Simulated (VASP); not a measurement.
Runs of VASP 6.6.1 on SrTiO3. The structure is that of space group Pm-3m (No. 221), or close to it. The cells are those of the table. 

```tsv
level	cell	smearing	gap on the mesh (eV)	pressure (GPa)
PBE	a = 3.907 Å, 5 atoms	fermi-dirac 0.02 eV	1.85	4.7
r2SCAN	a = 3.907 Å, 5 atoms	gaussian 0.01 eV	2.27	(b)
PBE	a = 3.907, b = 3.907, c = 3.809 Å, 5 atoms	fermi-dirac 0.02 eV	1.85	(a)
r2SCAN	a = 3.907, b = 3.907, c = 3.809 Å, 5 atoms	gaussian 0.01 eV	2.28	6.3
```

Alike in all rows: task single point; potentials or basis VASP PAW PBE potentials, release 64 (Sr_sv, Ti_sv, O); no spin polarisation; k mesh 6 × 6 × 6; cutoff (eV) 520.

Task: Estimate the missing entries.

Result: (a) 10.0; (b) 0.9.

Caveats: the cell stands under pressure (at least some runs); the PAW data sets were made with another functional, which shifts forces and pressure a little (at least some runs).

A k mesh can miss the band edges, and the runs leave out spin-orbit coupling on Sr.
